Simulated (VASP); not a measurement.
# GeS (Pnma) in VASP: notebook, part 2 of 2

VASP 6.6.1.

## 3. Single point, PBE (strain +0.0500 x Voigt [1, 0, 0, 0, 0, 0])

Contents of INCAR:

```
PREC = Accurate
ENCUT = 500
EDIFF = 1E-6
ISMEAR = 0
SIGMA = 0.05
LREAL = False
LASPH = True
NELM = 120
ALGO = Normal
ISIF = 2
LWAVE = False
LCHARG = False
GGA = PE
NBANDS = 50
GGA_COMPAT = False
```

Contents of KPOINTS:

```
regular mesh
0
Gamma
  4 8 6
```

Contents of POSCAR:

```
GeS
1.0
   11.3195371108      0.0000000000      0.0000000000
    0.0000000000      3.6678294942      0.0000000000
    0.0000000000      0.0000000000      4.4504162674
Ge S
4 4
Direct
    0.1259048197      0.2500000000      0.1349203576
    0.8740951803      0.7500000000      0.8650796424
    0.3740951803      0.7500000000      0.6349203576
    0.6259048197      0.2500000000      0.3650796424
    0.8471176922      0.2500000000      0.5025596800
    0.1528823078      0.7500000000      0.4974403200
    0.6528823078      0.7500000000      0.0025596800
    0.3471176922      0.2500000000      0.9974403200
```

Potentials or basis: VASP PAW PBE potentials, release 64 (Ge_d, S).

Run with:

```console
> cat potpaw_PBE.64/Ge_d/POTCAR potpaw_PBE.64/S/POTCAR > POTCAR
> mpirun -np 1 vasp_std > vasp.out
```

OUTCAR:

```text
PREC = Accurate
   ENCUT = 500
   EDIFF = 1E-6
   ISMEAR = 0
   LREAL = False
   LASPH = True
   NELM = 120
   ISIF = 2
   GGA = PE

 ion  position               nearest neighbor table
   1  0.126  0.250  0.135-   6 2.46   6 2.46   8 2.58
   2  0.874  0.750  0.865-   5 2.46   5 2.46   7 2.58
   3  0.374  0.750  0.635-   8 2.46   8 2.46   6 2.58
   4  0.626  0.250  0.365-   7 2.46   7 2.46   5 2.58
   5  0.847  0.250  0.503-   2 2.46   2 2.46   4 2.58
   6  0.153  0.750  0.497-   1 2.46   1 2.46   3 2.58
   7  0.653  0.750  0.003-   4 2.46   4 2.46   2 2.58
   8  0.347  0.250  0.997-   3 2.46   3 2.46   1 2.58

  LATTYP: Found a simple orthorhombic cell.
 ALAT       =     3.6678294942
 B/A-ratio  =     1.2133650908
 C/A-ratio  =     3.0861677536

  Lattice vectors:

 A1 = (   0.0000000000,   3.6678294942,   0.0000000000)
 A2 = (   0.0000000000,   0.0000000000,   4.4504162674)
 A3 = (  11.3195371108,   0.0000000000,   0.0000000000)

Analysis of symmetry for initial positions (statically):
=====================================================================
 Subroutine PRICEL returns:
 Original cell was already a primitive cell.

 Routine SETGRP: Setting up the symmetry group for a
 simple orthorhombic supercell.

 Subroutine GETGRP returns: Found  8 space group operations
 (whereof  2 operations were pure point group operations)
 out of a pool of  8 trial point group operations.

The static configuration has the point symmetry S_2 .
 The point group associated with its full space group is D_2h.

Analysis of symmetry for dynamics (positions and initial velocities):
=====================================================================
 Subroutine PRICEL returns:
 Original cell was already a primitive cell.

[... 141 lines left out ...]
  volume/ion in A,a.u.               =      23.10       155.86
  Fermi-wavevector in a.u.,A,eV,Ry     =   1.238489  2.340404 20.869351  1.533854
  Thomas-Fermi vector in A             =   2.373012
   LORBIT       =      0    0 simple, 1 ext, 2 COOP (PROOUT), +10 PAW based schemes
   GGA     = PE    functional components
   LHFCALC =     F    Hartree Fock is set to
   AEXX    =    0.0000 exact exchange contribution
   IVDW    =     0    specifies the selected vdW correction
   LEPSILON=     F    determine dielectric tensor
   LRPA    =     F    only Hartree local field effects (RPA)
 non-spin polarized calculation
 Gauss-broadening in eV      SIGMA  =   0.05
  energy-cutoff  :      500.00
  volume of cell :      184.77
 maximum number of plane-waves:      4728
 NGX is ok and might be reduce to    84
   NGX = 41   NGY = 13   NGZ = 17

 number of electron      79.9999991 magnetization

 Free energy of the ion-electron system (eV)
  ---------------------------------------------------
  ext. energy  EPLUGINS =         0.00000000
  ---------------------------------------------------
  free energy    TOTEN  =       -36.52058585 eV

  energy without entropy =      -36.52058585  energy(sigma->0) =      -36.52058585

 E-fermi :   4.0263     XC(G=0):  -9.5238

 val. band max:        3.7841018314   @ k =   0.0000   0.0000   0.0000
 cond. band min:       4.7105237512   @ k =   0.0000   0.0000   0.0000
 fundamental gap:      0.9264219198
 Fermi energy:         4.0263251641

 k-point     1 :       0.0000    0.0000    0.0000
  band No.  band energies     occupation
      1     -20.6006      2.00000
      2     -20.5988      2.00000
      3     -20.5949      2.00000
      4     -20.5935      2.00000
      5     -20.5870      2.00000
      6     -20.5869      2.00000
[... 1261 lines left out ...]
     49       8.4016      0.00000
     50       8.4016      0.00000

 [... further k-points ...]

------------------------ aborting loop because EDIFF is reached ----------------------------------------

  FORCE on cell =-STRESS in cart. coord.  units (eV):
  Direction    XX          YY          ZZ          XY          YZ          ZX
  --------------------------------------------------------------------------------------
  -------------------------------------------------------------------------------------
  Total       -5.0333412     -1.5750994     -1.2851618      0.0000000      0.0000000      0.0000000
  in kB      -43.6443986    -13.6577796    -11.1437138      0.0000000      0.0000000      0.0000000
  external PRESSURE =     -22.8152974 kB  Pullay stress =       0.0000000 kB

 VOLUME and BASIS-vectors are now :
 -----------------------------------------------------------------------------
  energy-cutoff  :      500.00
  volume of cell :      184.77
      direct lattice vectors                 reciprocal lattice vectors
    11.319537111  0.000000000  0.000000000     0.088342835  0.000000000  0.000000000
     0.000000000  3.667829494  0.000000000     0.000000000  0.272640809  0.000000000
     0.000000000  0.000000000  4.450416267     0.000000000  0.000000000  0.224698082

 POSITION                                       TOTAL-FORCE (eV/Angst)
 -----------------------------------------------------------------------------------
      1.42518      0.91696      0.60045         0.391117      0.000000      0.082661
      9.89435      2.75087      3.84996        -0.391117     -0.000000     -0.082661
      4.23458      2.75087      2.82566        -0.391117      0.000000      0.082661
      7.08495      0.91696      1.62476         0.391117     -0.000000     -0.082661
      9.58898      0.91696      2.23660        -0.311318     -0.000000      0.054126
      1.73056      2.75087      2.21382         0.311318      0.000000     -0.054126
      7.39033      2.75087      0.01139         0.311318      0.000000      0.054126
      3.92921      0.91696      4.43902        -0.311318     -0.000000     -0.054126
 -----------------------------------------------------------------------------------
    total drift:                                0.000000      0.000000      0.000000

  FREE ENERGIE OF THE ION-ELECTRON SYSTEM (eV)
  ---------------------------------------------------
  free  energy   TOTEN  =       -36.5205858466 eV

  energy  without entropy=      -36.5205858466  energy(sigma->0) =      -36.52058585
```

OSZICAR:

```text
N       E                     dE             d eps       ncg     rms          rms(c)
DAV:   1     0.910149822146E+03    0.91015E+03   -0.35737E+04  7626   0.333E+03
DAV:   2     0.146010353700E+03   -0.76414E+03   -0.72977E+03  6008   0.926E+02
DAV:   3    -0.223264410493E+02   -0.16834E+03   -0.16046E+03  6950   0.223E+02
DAV:   4    -0.369311467865E+02   -0.14605E+02   -0.14356E+02  7260   0.719E+01
DAV:   5    -0.374469076178E+02   -0.51576E+00   -0.51371E+00  7162   0.137E+01    0.117E+01
DAV:   6    -0.365081530004E+02    0.93875E+00   -0.19387E+00  8412   0.719E+00    0.774E+00
DAV:   7    -0.365247868599E+02   -0.16634E-01   -0.66201E-01  7846   0.279E+00    0.241E+00
DAV:   8    -0.365202347051E+02    0.45522E-02   -0.66231E-02  8264   0.188E+00    0.375E-01
DAV:   9    -0.365203265418E+02   -0.91837E-04   -0.10570E-02  7664   0.719E-01    0.160E-01
DAV:  10    -0.365204931765E+02   -0.16663E-03   -0.10017E-03  7018   0.153E-01    0.713E-02
DAV:  11    -0.365205889259E+02   -0.95749E-04   -0.15718E-04  7890   0.611E-02    0.342E-02
DAV:  12    -0.365205831505E+02    0.57754E-05   -0.48219E-05  6604   0.289E-02    0.165E-02
DAV:  13    -0.365205858891E+02   -0.27386E-05   -0.16569E-05  6212   0.262E-02    0.570E-03
DAV:  14    -0.365205858466E+02    0.42501E-07   -0.19851E-06  5096   0.876E-03
   1 F= -.36520586E+02 E0= -.36520586E+02  d E =-.943406E-14
```

Run time: 6.6 min. Hardware: 1 thread of Intel Xeon Platinum 8259CL at 2.50GHz (Skylake/Cascade Lake), shared host; peak memory 0.5 GiB.

What came out:

```yaml
Free_energy: -36.5206 eV
Pressure: -2.3 GPa
Largest_force: 0.400 eV/Å
Band_gap_on_the_k_mesh: 0.93 eV
```

Forces on the atoms (eV/Å):
```
Ge   0.391  0.000  0.083
Ge  -0.391  0.000 -0.083
Ge  -0.391  0.000  0.083
Ge   0.391  0.000 -0.083
S   -0.311  0.000  0.054
S    0.311  0.000 -0.054
S    0.311  0.000  0.054
S   -0.311  0.000 -0.054
```

Caveat: the cell differs from its parent crystal (strain +0.0500 x Voigt [1, 0, 0, 0, 0, 0]).

## 4. Single point, PBE (strain +0.1000 x Voigt [1, 0, 0, 0, 0, 0])

Contents of INCAR:

```
  PREC = Accurate
  ENCUT = 500
  EDIFF = 1E-6
  ISMEAR = 0
  SIGMA = 0.05
  LREAL = F
  LASPH = T
  NELM = 120
  ALGO = Normal
  ISIF = 2
  LWAVE = F
  LCHARG = F
  GGA = PE
  NBANDS = 50
  GGA_COMPAT = F
```

Contents of KPOINTS:

```
Automatic mesh
0
Gamma
  4 8 6
```

POSCAR, as its differences from that of step 3:

```diff
@@ -2,3 +2,3 @@
 1.0
-   11.3195371108      0.0000000000      0.0000000000
+   11.8585626875      0.0000000000      0.0000000000
     0.0000000000      3.6678294942      0.0000000000
```

Run with:

```console
> cat potpaw_PBE.64/Ge_d/POTCAR potpaw_PBE.64/S/POTCAR > POTCAR
> mpirun -np 1 vasp_std > vasp.out
```

It took 13 min on 1 thread of Intel Xeon 8259CL, shared host; peak memory 0.54 GiB.

The run converged. Its results:

```yaml
Free_energy: -36.2187 eV
Pressure: -3.7 GPa
Largest_force: 0.652 eV/Å
Band_gap_on_the_k_mesh: 0.78 eV
```

Forces in eV/Å, atoms in the order of the input:
```
Ge   0.614  0.000  0.221
Ge  -0.614  0.000 -0.221
Ge  -0.614  0.000  0.221
Ge   0.614  0.000 -0.221
S   -0.437  0.000  0.177
S    0.437  0.000 -0.177
S    0.437  0.000  0.177
S   -0.437  0.000 -0.177
```

Stress tensor (GPa, compression positive):
```
-6.50  0.00  0.00
 0.00 -2.49  0.00
 0.00  0.00 -1.99
```

Levels at points of the mesh, in eV from the valence-band top:
| k point | band 37 | band 38 | band 39 | band 40 | band 41 | band 42 | band 43 | band 44 |
| --- | --- | --- | --- | --- | --- | --- | --- | --- |
| (0.00, 0.00, 0.00) | -1.55 | -1.23 | -0.57 | 0.00 | 0.78 | 2.36 | 3.01 | 3.13 |
| (0.50, 0.00, 0.00) | -1.66 | -1.66 | -0.27 | -0.27 | 1.79 | 1.79 | 2.87 | 2.87 |
| (0.00, 0.50, 0.00) | -1.29 | -1.29 | -1.06 | -1.06 | 1.30 | 1.30 | 1.88 | 1.88 |
| (0.50, 0.50, 0.00) | -1.26 | -1.26 | -1.26 | -1.26 | 1.75 | 1.75 | 1.75 | 1.75 |
| (0.00, 0.00, 0.50) | -0.60 | -0.60 | 0.00 | 0.00 | 1.85 | 1.85 | 2.24 | 2.24 |
| (0.50, 0.00, 0.50) | -0.39 | -0.39 | -0.04 | -0.04 | 1.85 | 1.85 | 2.34 | 2.34 |
| (0.00, 0.50, 0.50) | -1.69 | -1.69 | -1.25 | -1.25 | 2.56 | 2.56 | 2.80 | 2.80 |
| (0.50, 0.50, 0.50) | -1.38 | -1.38 | -1.38 | -1.38 | 2.53 | 2.53 | 2.53 | 2.53 |

Caveat: the cell differs from its parent crystal (strain +0.1000 x Voigt [1, 0, 0, 0, 0, 0]); the cell stands under tension. A k mesh can miss the band edges.

## 5. The runs side by side

```tsv
cell	gap on the mesh (eV)	pressure (GPa)	largest force (eV/Å)
a = 11.050, b = 3.668, c = 4.450 Å, 8 atoms	1.06	-1.3	0.22
a = 11.320, b = 3.668, c = 4.450 Å, 8 atoms	0.93	-2.3	0.40
a = 11.859, b = 3.668, c = 4.450 Å, 8 atoms	0.78	-3.7	0.65
```

Alike in all rows: task single point; level PBE; potentials or basis VASP PAW PBE potentials, release 64 (Ge_d, S); no spin polarisation; k mesh 4 × 8 × 6; cutoff (eV) 500; smearing gaussian 0.05 eV.

Caveats: the cell stands under tension (at least some runs).

Total energies depend on the potentials used, so only differences within one code and one set of settings carry meaning.
